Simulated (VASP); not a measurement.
# Fe2B (I4/mcm) in VASP: single point with LDA

Aim: the single point of Fe2B with LDA.

All numbers are computed with VASP 6.6.1; they aren't measurements. Logs are shortened: lines on timing, memory, paths and dates and some standing lists are left out, and cuts for length are marked.

### Step 1. The cell of the first run

It takes space group I4/mcm (No. 140, tetragonal). Conventional cell: a = 5.172 Å, b = 5.172 Å, c = 4.301 Å, α = 90.00°, β = 90.00°, γ = 90.00°. Within 2.8 Å of B (site symmetry 422) lie 2 B at 2.15 Å and 8 Fe at 2.21 Å. Within 2.9 Å of Fe (site symmetry m2m) lie 4 B at 2.21 Å and 11 Fe at 2.43 to 2.75 Å.

### Step 2. Single point, LDA, non-collinear spin, typed start

The input, INCAR:

```
PREC = Accurate ; ENCUT = 520
EDIFF = 1E-7 ; ISMEAR = 0
SIGMA = 0.0755 ; LREAL = F
LASPH = T ; NELM = 150
ALGO = Normal ; ISIF = 2
LWAVE = F ; LCHARG = F
LNONCOLLINEAR = T ; MAGMOM = 0 0 0 0 0 0 -2.647 2.947 0.555 -3.38 1.039 -1.869 2.098 -3.315 -0.782 -0.446 3.564 -1.761
LORBIT = 11 ; LMAXMIX = 4
NBANDS = 54
```

The input, KPOINTS:

```
regular mesh
0
Gamma
  5 5 5
```

The input, POSCAR:

```
Fe2B
1.0
   -2.5859218400      2.5859218400      2.1506325900
    2.5859218400     -2.5859218400      2.1506325900
    2.5859218400      2.5859218400     -2.1506325900
B Fe
2 4
Direct
    0.2500000000      0.2500000000      0.0000000000
    0.7500000000      0.7500000000      0.0000000000
    0.6661000000      0.1661000000      0.8322000000
    0.1661000000      0.3339000000      0.5000000000
    0.3339000000      0.8339000000      0.1678000000
    0.8339000000      0.6661000000      0.5000000000
```

Potentials or basis: VASP PAW LDA potentials, release 64 (B, Fe).

Launch:

```
$ cat potpaw_LDA.64/B/POTCAR potpaw_LDA.64/Fe/POTCAR > POTCAR
$ mpirun -np 1 vasp_ncl > vasp.out
```

OUTCAR:

```text
PREC = Accurate
   ENCUT = 520
   EDIFF = 1E-7
   ISMEAR = 0
   LREAL = F
   LASPH = T
   NELM = 150
   ISIF = 2
   LNONCOLLINEAR = T
   LORBIT = 11

 ion  position               nearest neighbor table
   1  0.250  0.250  0.000-   2 2.15   2 2.15   6 2.21   3 2.21   4 2.21   5 2.21   4 2.21   6 2.21
                             3 2.21   5 2.21
   2  0.750  0.750  0.000-   1 2.15   1 2.15   5 2.21   3 2.21   5 2.21   6 2.21   6 2.21   3 2.21
                             4 2.21   4 2.21
   3  0.666  0.166  0.832-   1 2.21   2 2.21   1 2.21   2 2.21   5 2.43   5 2.48   5 2.48   4 2.73
                             6 2.73   6 2.73   4 2.73   6 2.75   4 2.75   4 2.75   6 2.75
   4  0.166  0.334  0.500-   2 2.21   1 2.21   1 2.21   2 2.21   6 2.43   6 2.48   6 2.48   5 2.73
                             5 2.73   3 2.73   3 2.73   3 2.75   5 2.75   3 2.75   5 2.75
   5  0.334  0.834  0.168-   1 2.21   2 2.21   1 2.21   2 2.21   3 2.43   3 2.48   3 2.48   4 2.73
                             6 2.73   6 2.73   4 2.73   4 2.75   6 2.75   6 2.75   4 2.75
   6  0.834  0.666  0.500-   1 2.21   2 2.21   2 2.21   1 2.21   4 2.43   4 2.48   4 2.48   3 2.73
                             5 2.73   5 2.73   3 2.73   5 2.75   3 2.75   3 2.75   5 2.75

  LATTYP: Found a body centered tetragonal cell.
 ALAT       =     5.1718436800
 C/A-ratio  =     0.8316696030

  Lattice vectors:

 A1 = (  -2.5859218400,   2.5859218400,   2.1506325900)
 A2 = (   2.5859218400,  -2.5859218400,   2.1506325900)
 A3 = (   2.5859218400,   2.5859218400,  -2.1506325900)

Analysis of symmetry for initial positions (statically):
=====================================================================
 Subroutine PRICEL returns:
 Original cell was already a primitive cell.

 Routine SETGRP: Setting up the symmetry group for a
 body centered tetragonal supercell.

 Subroutine GETGRP returns: Found 16 space group operations
 (whereof  8 operations were pure point group operations)
 out of a pool of 16 trial point group operations.

The static configuration has the point symmetry C_4h.
 The point group associated with its full space group is D_4h.

Analysis of symmetry for dynamics (positions and initial velocities):
=====================================================================
 Subroutine PRICEL returns:
 Original cell was already a primitive cell.

 Routine SETGRP: Setting up the symmetry group for a
 body centered tetragonal supercell.

 Subroutine GETGRP returns: Found 16 space group operations
 (whereof  8 operations were pure point group operations)
 out of a pool of 16 trial point group operations.

The dynamic configuration has the point symmetry C_4h.
 The point group associated with its full space group is D_4h.

Analysis of structural, dynamic, and magnetic symmetry:
=====================================================================
 Subroutine PRICEL returns:
 Original cell was already a primitive cell.

 Routine SETGRP: Setting up the symmetry group for a
 body centered tetragonal supercell.

 Subroutine GETGRP returns: Found  1 space group operations
 (whereof  1 operations were pure point group operations)
 out of a pool of 16 trial point group operations.

The overall configuration has the point symmetry C_1 .

 Subroutine INISYM returns: Found  1 space group operations
 (whereof  1 operations are pure point group operations),
 and found     1 'primitive' translations

----------------------------------------------------------------------------------------

                                     Primitive cell

  volume of cell :      57.5250

  direct lattice vectors                    reciprocal lattice vectors
    -2.585921840  2.585921840  2.150632590     0.000000000  0.193354645  0.232489735
     2.585921840 -2.585921840  2.150632590     0.193354645  0.000000000  0.232489735
     2.585921840  2.585921840 -2.150632590     0.193354645  0.193354645  0.000000000

  length of vectors
     4.242546884  4.242546884  4.242546884     0.302386335  0.302386335  0.273444762

  position of ions in fractional coordinates (direct lattice)
     0.250000000  0.250000000  0.000000000
     0.750000000  0.750000000  0.000000000
     0.666100000  0.166100000  0.832200000
[... 77 lines left out ...]
   ICHARG =      2    charge: 1-file 2-atom 10-const
   ISPIN  =      1    spin polarized calculation?
   LNONCOLLINEAR =      T non collinear calculations
   LSORBIT =      F    spin-orbit coupling
   LASPH  =      T    aspherical Exc in radial PAW
   ENCUT  =  520.0 eV  38.22 Ry    6.18 a.u.   7.89  7.89  7.89*2*pi/ulx,y,z
   NELM   =    150;   NELMIN=  2; NELMDL= -5     # of ELM steps
   EDIFF  = 0.1E-06   stopping-criterion for ELM
   LREAL  =      F    real-space projection
   EDIFFG = 0.1E-05   stopping-criterion for IOM
   NSW    =      0    number of steps for IOM
   IBRION =     -1    ionic relax: 0-MD 1-quasi-New 2-CG
   NFREE  =      0    steps in history (QN), initial steepest desc. (CG)
   ISIF   =      2    stress and relaxation
   ISYM   =      2    0-nonsym 1-usesym 2-fastsym
   POTIM  = 0.5000    time-step for ionic-motion
   TEBEG  =    0.0;   TEEND  =   0.0 temperature during run
   PSTRESS=    0.0 pullay stress
   NELECT =      38.0000    total number of electrons
   NUPDOWN=      -1.0000    fix difference up-down
   EMIN   =  10.00;   EMAX   =-10.00  energy-range for DOS
   EFERMI =   0.00;   METHOD = LEGACY
   ISMEAR =     0;   SIGMA  =   0.08  broadening in eV -4-tet -1-fermi 0-gaus
   EFERMI_NEDOS =   21; number of points for ismear=-14 and -15
   IALGO  =     38    algorithm
   IMIX   =      4    mixing-type and parameters
     AMIX     =   0.40;   BMIX     =  1.00
     AMIX_MAG =   1.60;   BMIX_MAG =  1.00
  volume/ion in A,a.u.               =       9.59        64.70
  Fermi-wavevector in a.u.,A,eV,Ry     =   1.425773  2.694320 27.658310  2.032828
  Thomas-Fermi vector in A             =   2.546121
   LORBIT       =     11    0 simple, 1 ext, 2 COOP (PROOUT), +10 PAW based schemes
   GGA     = CA    functional components
   LHFCALC =     F    Hartree Fock is set to
   AEXX    =    0.0000 exact exchange contribution
   IVDW    =     0    specifies the selected vdW correction
   LEPSILON=     F    determine dielectric tensor
   LRPA    =     F    only Hartree local field effects (RPA)
 Gauss-broadening in eV      SIGMA  =   0.08
  energy-cutoff  :      520.00
  volume of cell :       57.53
 maximum number of plane-waves:      3128
   NGX = 15   NGY = 15   NGZ = 15

 number of electron      37.9999998 magnetization      -4.5363021      4.8560301     -3.4174878

 Free energy of the ion-electron system (eV)
  ---------------------------------------------------
  ext. energy  EPLUGINS =         0.00000000
  ---------------------------------------------------
  free energy    TOTEN  =       -53.51026693 eV

  energy without entropy =      -53.49957168  energy(sigma->0) =      -53.50491931

 E-fermi :   6.4248     XC(G=0): -13.3194

 val. band max:        6.3844399919   @ k =   0.2000   0.4000   0.0000
 cond. band min:       6.4402704548   @ k =  -0.4000   0.4000   0.0000
 fundamental gap:      0.0558304628
 Fermi energy:         6.4247740580

 k-point     1 :       0.0000    0.0000    0.0000
  band No.  band energies     occupation
      1      -5.2334      1.00000
      2      -5.1264      1.00000
      3       0.1936      1.00000
      4       0.8876      1.00000
      5       1.7559      1.00000
      6       1.7635      1.00000
[... 1261 lines left out ...]
     49       8.6361      0.00000
     50       9.0070      0.00000

 [... further k-points ...]

 [bands above 50 left out]

------------------------ aborting loop because EDIFF is reached ----------------------------------------

  FORCE on cell =-STRESS in cart. coord.  units (eV):
  Direction    XX          YY          ZZ          XY          YZ          ZX
  --------------------------------------------------------------------------------------
  -------------------------------------------------------------------------------------
  Total      -11.1822564    -11.1822564    -10.1736532     -0.0000974      0.0000025      0.0000028
  in kB     -311.4461914   -311.4461937   -283.3547588     -0.0027131      0.0000686      0.0000785
  external PRESSURE =    -302.0823813 kB  Pullay stress =       0.0000000 kB

 VOLUME and BASIS-vectors are now :
 -----------------------------------------------------------------------------
  energy-cutoff  :      520.00
  volume of cell :       57.53
      direct lattice vectors                 reciprocal lattice vectors
    -2.585921840  2.585921840  2.150632590     0.000000000  0.193354645  0.232489735
     2.585921840 -2.585921840  2.150632590     0.193354645  0.000000000  0.232489735
     2.585921840  2.585921840 -2.150632590     0.193354645  0.193354645  0.000000000

 POSITION                                       TOTAL-FORCE (eV/Angst)
 -----------------------------------------------------------------------------------
      0.00000      0.00000      1.07532         0.000014      0.000008     -0.000000
      0.00000      0.00000      3.22595         0.000013      0.000009      0.000000
      0.85904      3.44497      0.00000         0.089020      0.089023      0.000000
      1.72688      0.85904      0.00000        -0.089030      0.089021     -0.000000
      1.72688     -0.85904      2.15063        -0.089036     -0.089034     -0.000000
      0.85904      1.72688      2.15063         0.089020     -0.089027      0.000000
 -----------------------------------------------------------------------------------
    total drift:                                0.000006     -0.000000     -0.000000

  FREE ENERGIE OF THE ION-ELECTRON SYSTEM (eV)
  ---------------------------------------------------
  free  energy   TOTEN  =       -53.5102669300 eV

  energy  without entropy=      -53.4995716810  energy(sigma->0) =      -53.50491931

 total charge

# of ion       s       p       d       tot
------------------------------------------
    1        0.664   1.088   0.000   1.752
    2        0.664   1.088   0.000   1.752
    3        0.445   0.596   6.311   7.351
    4        0.445   0.596   6.311   7.352
    5        0.445   0.596   6.311   7.352
    6        0.445   0.596   6.311   7.352
--------------------------------------------------
tot          3.109   4.558  25.243  32.910

 magnetization (x)

# of ion       s       p       d       tot
------------------------------------------
    1        0.012   0.048   0.000   0.061
    2        0.012   0.048   0.000   0.061
    3        0.002   0.011  -1.171  -1.159
    4        0.002   0.011  -1.171  -1.159
    5        0.002   0.011  -1.171  -1.159
    6        0.002   0.011  -1.171  -1.159
--------------------------------------------------
tot          0.031   0.140  -4.685  -4.514

 magnetization (y)

# of ion       s       p       d       tot
------------------------------------------
    1       -0.013  -0.052   0.000  -0.065
    2       -0.013  -0.052   0.000  -0.065
    3       -0.002  -0.012   1.254   1.240
    4       -0.002  -0.012   1.254   1.241
    5       -0.002  -0.012   1.254   1.240
    6       -0.002  -0.012   1.254   1.241
--------------------------------------------------
tot         -0.033  -0.149   5.015   4.832

 magnetization (z)

# of ion       s       p       d       tot
------------------------------------------
    1        0.009   0.036   0.000   0.046
    2        0.009   0.036   0.000   0.046
    3        0.001   0.008  -0.882  -0.873
    4        0.001   0.008  -0.882  -0.873
    5        0.001   0.008  -0.882  -0.873
    6        0.001   0.008  -0.882  -0.873
--------------------------------------------------
tot          0.024   0.105  -3.530  -3.401
```

It took 14 min on 1 thread of Intel Xeon 6975P-C (Granite Rapids), shared host; peak memory 0.59 GiB.

Results:

```
Free energy                                           : -53.5103 eV
Pressure                                              : -30.2 GPa
Largest force                                         : 0.126 eV/Å
Band gap on the k mesh                                : zero (bands 38 and 39 overlap by 0.41 eV)
Net moment                                            : 7.47 μB per cell
Valence electrons inside the program's atomic spheres : B 1.75; Fe 7.35
```

Forces on the atoms (eV/Å):
```
B    0.000  0.000  0.000
B    0.000  0.000  0.000
Fe   0.089  0.089  0.000
Fe  -0.089  0.089  0.000
Fe  -0.089 -0.089  0.000
Fe   0.089 -0.089  0.000
```

Stress tensor (GPa, compression positive):
```
-31.14   0.00   0.00
  0.00 -31.14   0.00
  0.00   0.00 -28.34
```

Levels at points of the mesh, in eV from the Fermi level:
```tsv
k point	band 36	band 37	band 38	band 39	band 40	band 41
(0.00, 0.00, 0.00)	-0.19	0.11	0.11	0.42	0.44	0.80
```

Moments on the atoms (μB; x, y, z):
```
B    0.06 -0.07  0.05
B    0.06 -0.07  0.05
Fe  -1.16  1.24 -0.87
Fe  -1.16  1.24 -0.87
Fe  -1.16  1.24 -0.87
Fe  -1.16  1.24 -0.87
```

Caveat: the k points lie up to 0.38 Å⁻¹ apart.
